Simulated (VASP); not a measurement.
Set up this calculation in VASP 6.6.1, as the native input.

```
Task                   : single point
Functional             : LDA
Potentials or basis    : VASP PAW PBE potentials, release 64 (Yb)
Cutoff                 : 520 eV
k mesh                 : 8 × 8 × 8
Occupations            : fermi-dirac, width 0.05 eV
Spin                   : collinear spin, ferromagnetic start
Starting moments       : [1.0] μB
Dipole correction      : no
Further INCAR settings : ALGO = Fast; EDIFF = 1e-06; NBANDS = 22
```

The structure of Yb lies in POSCAR:

```
Yb
1.0
    0.0000000000      2.7431000000      2.7431000000
    2.7431000000      0.0000000000      2.7431000000
    2.7431000000      2.7431000000      0.0000000000
Yb
1
Direct
    0.0000000000      0.0000000000      0.0000000000
```

These files were run (other wordings do the same):

INCAR

```
  PREC = Accurate
  ENCUT = 520
  EDIFF = 1E-6
  ISMEAR = -1
  SIGMA = 0.05
  LREAL = False
  LASPH = True
  NELM = 150
  ALGO = Fast
  ISIF = 2
  LWAVE = False
  LCHARG = True
  ISPIN = 2
  MAGMOM = 1
  LORBIT = 11
  LMAXMIX = 6
  GGA = CA
  LELF = True
  LVHAR = True
  NBANDS = 22
```

KPOINTS

```
regular mesh
0
Gamma
  8 8 8
```

Potentials or basis: VASP PAW PBE potentials, release 64 (Yb).

Run with:

```bash
$ cat potpaw_PBE.64/Yb/POTCAR > POTCAR
$ mpirun -np 1 vasp_std > vasp.out
```

It gave:

```
Pressure                                              : -6.3 GPa
Band gap on the k mesh                                : zero (filled and empty bands touch)
Net moment                                            : 0.00 μB per cell
Valence electrons inside the program's atomic spheres : Yb 22.02
```

Caveat: the cell stands under tension; the PAW data sets were made with another functional, which shifts forces and pressure a little; spin-orbit coupling is left out, which moves the levels of the heavy elements.

Run time: 3.7 min on 1 thread of Oxide Virtual Turin-like Processor, with other jobs on the host, peak memory 0.17 GiB.
